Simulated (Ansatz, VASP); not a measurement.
## One calculation of Ta4C3, two programs

```xyz
7
Lattice="4.0708 0.0000 0.0000 0.0000 4.0708 0.0000 0.0000 0.0000 4.4248" Properties=species:S:1:pos:R:3 pbc="T T T"
Ta    0.0000    2.0354    2.2124
Ta    2.0354    0.0000    2.2124
Ta    2.0354    2.0354    0.0000
Ta    0.0000    0.0000    0.0000
C     2.0354    0.0000    0.0000
C     0.0000    2.0354    0.0000
C     0.0000    0.0000    2.2124
```

Change from the starting cell: strain -0.080 along x and y, +0.000 along z, atoms carried along.

Alike in both runs: task single point; functional r2SCAN; k mesh 10 × 10 × 10; occupations gaussian, width 0.15 eV; no spin polarisation.

|  | VASP | Ansatz |
| --- | --- | --- |
| version | VASP 6.6.1 | Ansatz 0.2.0 |
| potentials or method | VASP PAW PBE potentials, release 64 (Ta_pv, C), cutoff 520 eV | scalar-relativistic, plane waves, PAW |
| valence electrons in the cell | 56 | 64 |

Ansatz gave:

```
gap on the k mesh at the Fermi level (eV)                     : none
pressure (GPa)                                                : 77.5
traceless stress, the component that is largest in VASP (GPa) : -46.11
```

**Question.** What did VASP give for the same quantities?

**Answer.** gap on the k mesh at the Fermi level (eV): none; pressure (GPa): 79.8; traceless stress, the component that is largest in VASP (GPa): -46.42.

VASP's potentials were made for PBE, not for r2SCAN. A gap of «none» marks a metal or a gap that the smearing closes. Both programs put the cell under a high pressure, so it lies far from rest at this level. VASP's potentials hold 56 valence electrons a cell and Ansatz's 64, so a difference there can come from the potentials and not from the codes.

Neither program's run includes spin-orbit coupling. Noted on VASP's run: the cell as given lies far from equilibrium.
